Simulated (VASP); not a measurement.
A run of VASP 6.6.1:

Contents of POSCAR:

```
WSe2
1.0
    3.3679714892      0.0000000000      0.0000000000
   -1.6839857446      2.9167488688      0.0000000000
    0.0000000000      0.0000000000     13.1485345237
W Se
2 4
Direct
    0.6666666667      0.3333333333      0.7500000000
    0.3333333333      0.6666666667      0.2500000000
    0.3333333333      0.6666666667      0.8749338747
    0.6666666667      0.3333333333      0.3749338747
    0.3333333333      0.6666666667      0.6250661253
    0.6666666667      0.3333333333      0.1250661253
```

The input INCAR.step1:

```
ALGO = Normal
EDIFF = 1E-4
ENCUT = 520
GGA = PE
ISMEAR = 0
LASPH = True
LCHARG = False
LREAL = False
LWAVE = True
NBANDS = 35
NELM = 100
PREC = Accurate
SIGMA = 0.01
```

INCAR.step2

```
ALGO = Normal
EDIFF = 1E-6
ENCUT = 520
ISIF = 2
ISMEAR = 0
ISTART = 1
LASPH = True
LCHARG = False
LMIXTAU = True
LREAL = False
LWAVE = False
METAGGA = R2SCAN
NBANDS = 35
NELM = 100
PREC = Accurate
SIGMA = 0.01
```

KPOINTS

```
k-points
0
Gamma
  12 12 2
```

Potentials or basis: VASP PAW PBE potentials, release 64 (W_sv, Se).

Command:

```sh
$ cat potpaw_PBE.64/W_sv/POTCAR potpaw_PBE.64/Se/POTCAR > POTCAR
$ cp INCAR.step1 INCAR
$ mpirun -np 1 vasp_std > vasp.out
$ cp INCAR.step2 INCAR
$ mpirun -np 1 vasp_std > vasp.out
```

Hardware: 1 thread of Oxide Virtual Turin-like Processor, with other jobs on the host.

**Question.** How long does it take, and how much memory?

**Answer.** Run time: 22 min on 1 thread of Oxide Virtual Turin-like Processor, with other jobs on the host, peak memory 0.35 GiB. Counts: k points 38.
